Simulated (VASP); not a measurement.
Here is a VASP 6.6.1 calculation.

POSCAR

```
TiAl
1.0
    2.8529259215      0.0000000000      0.0000000000
   -1.4264629607      2.4831219328      0.0000000000
    0.0000000000      0.0000000000      4.6780830000
Ti Al
1 1
Direct
    0.0000000000      0.0000000000      0.0000000000
    0.3333333333      0.6666666667      0.5000000000
```

Contents of INCAR.step1:

```
ALGO = Normal
EDIFF = 1E-4
ENCUT = 520
GGA = PE
ISMEAR = 0
LASPH = True
LCHARG = False
LREAL = False
LWAVE = True
NBANDS = 14
NELM = 100
PREC = Accurate
SIGMA = 0.15
```

The input INCAR.step2:

```
ALGO = Normal
EDIFF = 1E-6
ENCUT = 520
ISIF = 2
ISMEAR = 0
ISTART = 1
LASPH = True
LCHARG = False
LMIXTAU = True
LREAL = False
LWAVE = False
METAGGA = R2SCAN
NBANDS = 14
NELM = 100
PREC = Accurate
SIGMA = 0.15
```

KPOINTS

```
k-points
0
Gamma
  18 18 10
```

Potentials or basis: VASP PAW PBE potentials, release 64 (Ti_sv, Al).

Launch:

```bash
$ cat potpaw_PBE.64/Ti_sv/POTCAR potpaw_PBE.64/Al/POTCAR > POTCAR
$ cp INCAR.step1 INCAR
$ mpirun -np 1 vasp_std > vasp.out
$ cp INCAR.step2 INCAR
$ mpirun -np 1 vasp_std > vasp.out
```

Problem. Predict the largest force.

Solution. 0.017 eV/Å.

Problem. Predict the pressure.

Solution. -0.5 GPa.

Forces on the atoms (eV/Å):
```
Ti   0.000  0.017  0.000
Al   0.000 -0.017  0.000
```

Caveat: the cell differs from its parent crystal (strain -0.0050 x Voigt [1, 0, 0, 0, 0, 0]); the PAW data sets were made with another functional, which shifts forces and pressure a little.
